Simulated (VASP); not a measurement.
## Ni: single point with PBE+D4+U

Crystal: Ni.

```
CELL_PARAMETERS angstrom
0.00000 1.66509 1.66509
1.66509 0.00000 1.66509
1.66509 1.66509 0.00000
ATOMIC_POSITIONS crystal
Ni 0.00000 0.00000 0.00000
```

| Property | Result |
| --- | --- |
| Program | VASP 6.6.1 |
| Task | single point |
| Functional | PBE |
| Dispersion | D4 |
| Potentials or basis | VASP PAW PBE potentials, release 64 (Ni) |
| Cutoff | 520 eV |
| k mesh | 13 × 13 × 13 |
| Occupations | tetrahedron |
| Spin | collinear spin, ferromagnetic start |
| Starting moments | [1.0] μB |
| Hubbard terms | Ni d U = 3.5 eV |

```json
{
  "Pressure": "24.6 GPa",
  "Net moment": "0.63 μB per cell",
  "Site moments": "Ni +0.64 μB",
  "Valence electrons inside the program's atomic spheres": "Ni 9.73",
  "Dispersion energy per atom": "-0.529 eV"
}
```

Levels at points of the mesh, in eV from the Fermi level:
Spin up:
| k point | band 1 | band 2 | band 3 | band 4 | band 5 | band 6 | band 7 | band 8 | band 9 | band 10 |
| --- | --- | --- | --- | --- | --- | --- | --- | --- | --- | --- |
| (0.00, 0.00, 0.00) | -9.63 | -3.62 | -3.62 | -3.62 | -2.05 | -2.05 | 25.68 | 30.86 | 30.86 | 30.86 |
Spin down:
```tsv
k point	band 2	band 3	band 4	band 5	band 6	band 7	band 8	band 9
(0.00, 0.00, 0.00)	-2.07	-2.07	-2.07	-1.40	-1.40	25.44	30.75	30.75
```

Eigenvalues of the final occupation matrices:
```csv
site,spin,trace,eigenvalues
site 1 d,1,4.65,0.93 0.93 0.93 0.93 0.93
site 1 d,2,3.95,0.72 0.72 0.72 0.90 0.90
```

Run time: 16 s on 1 thread of Intel(R) Xeon(R) 6975P-C (Granite Rapids), on a shared host, peak memory 0.13 GiB.

Caveat: pairwise dispersion overbinds metals, which lowers pressure and volume; the U is typed as a test and isn't derived for this compound; tetrahedron occupations give inexact forces and stress in metals. The state reached can hang on the start; a lower one may exist.
